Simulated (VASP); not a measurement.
TiO2:

```xyz
6
Lattice="-1.8925 1.8925 4.7570 1.8925 -1.8925 4.7570 1.8925 1.8925 -4.7570" Properties=species:S:1:pos:R:3 pbc="T T T"
Ti    0.0000    0.0000    0.0000
Ti    0.0000    1.8925    2.3785
O     0.0000    0.0000    1.9656
O     0.0000    1.8925    4.3441
O     0.0000    1.8925    0.4129
O     0.0000    0.0000    7.5484
```

```yaml
Program: VASP 6.6.1
Task: relaxation of cell and atoms
Functional: PBE
Potentials_or_basis: VASP PAW PBE potentials, release 64 (Ti_sv, O)
Cutoff: 600 eV
k_mesh: 10 × 10 × 10
Occupations: gaussian, width 0.02 eV
Spin: no spin polarisation
```

At the start: pressure 6.5 GPa; volume 11.36 Å³/atom.

**Question.** How do energy, volume and symmetry change on relaxing?

**Answer.** Over 12 steps the energy falls by 7.9 meV/atom and the volume is 11.69 Å³/atom (+3.0 %); space group I4_1/amd (No. 141, to 0.1 Å) before and after.

Step by step:
```tsv
step	energy change (eV)	largest force (eV/Å)	pressure (GPa)	volume (Å³)
1	0.0000	0.3595	6.46	68.15
2	0.0320	0.3980	-7.60	72.76
3	-0.0460	0.0113	-0.16	70.08
4	-0.0460	0.0045	-0.05	70.04
5	-0.0464	0.0251	0.10	69.99
6	-0.0464	0.0345	0.16	69.97
7	-0.0463	0.0514	0.27	69.93
8	-0.0464	0.0402	0.22	69.96
9	-0.0467	0.0410	0.04	70.04
10	-0.0469	0.0436	-0.27	70.20
11	-0.0471	0.0219	-0.17	70.18
12	-0.0472	0.0001	-0.03	70.16
```

Final structure:
```
Ti O
1.0
    -1.90064    1.90064    4.85562
     1.90064   -1.90064    4.85562
     1.90064    1.90064   -4.85562
Ti O
2 4
Cartesian
  0.0000 0.0000 0.0000
  0.0000 1.9006 2.4278
  0.0000 0.0000 2.0049
  0.0000 1.9006 4.4327
  0.0000 1.9006 0.4229
  0.0000 0.0000 7.7063
```
